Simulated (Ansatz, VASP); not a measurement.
## CdTe in VASP and in Ansatz

INCAR

```
PREC = Accurate
ENCUT = 520
EDIFF = 1E-7
ISMEAR = 0
SIGMA = 0.05
LREAL = F
LASPH = T
NELM = 80
ALGO = Normal
ISIF = 2
LWAVE = F
LCHARG = F
GGA = PE
NBANDS = 16
```

The input KPOINTS:

```
Automatic mesh
0
Gamma
  10 10 10
```

Contents of POSCAR:

```
CdTe
1.0
    0.0000000000      3.2590563829      3.3583169833
    3.2590563829      0.0000000000      3.3583169833
    3.2590563829      3.2590563829      0.0000000000
Cd Te
1 1
Direct
    0.0000000000      0.0000000000      0.0000000000
    0.7500000000      0.7500000000      0.7500000000
```

Input for Ansatz:

```yaml
crystal:
  lattice:
    - [0.0, 3.2590563829, 3.3583169833]
    - [3.2590563829, 0.0, 3.3583169833]
    - [3.2590563829, 3.2590563829, 0.0]
  atoms:
    - { symbol: Cd, position: [0.0, 0.0, 0.0] }
    - { symbol: Te, position: [0.75, 0.75, 0.75] }
basis:
  ecutwfc: 420
kpoints:
  mp_grid: { grid: [10, 10, 10] }
hamiltonian:
  xc: pbe
scf:
  occupations: { method: gaussian, width: 0.05 }
output:
  forces: true
  stress: true
  eigenvalues: true
  write_density: true
  write_potential: true
  elf: true
  volumetric_format: npy
```

Change from the starting cell: strain -0.015 along x and y, +0.015 along z, atoms carried along.

Alike in both runs: task single point; functional PBE; k mesh 10 × 10 × 10; occupations gaussian, width 0.05 eV; no spin polarisation.

|  | VASP | Ansatz |
| --- | --- | --- |
| version | VASP 6.6.1 | Ansatz 0.2.0 |
| potentials or method | VASP PAW PBE potentials, release 64 (Cd, Te), cutoff 520 eV | scalar-relativistic, plane waves, PAW |
| valence electrons in the cell | 18 | 36 |

Ansatz gave:

```
gap on the k mesh at the Fermi level (eV)                     : 0.60
least direct gap on the mesh (eV)                             : 0.60
pressure (GPa)                                                : 0.6
traceless stress, the component that is largest in VASP (GPa) : -0.34
```

Q: What did VASP give for the same quantities?

A: gap on the k mesh at the Fermi level (eV): 0.59; least direct gap on the mesh (eV): 0.59; pressure (GPa): 0.7; traceless stress, the component that is largest in VASP (GPa): -0.34.

VASP's potentials hold 18 valence electrons a cell and Ansatz's 36, so a difference there can come from the potentials and not from the codes.

Neither program's run includes spin-orbit coupling.
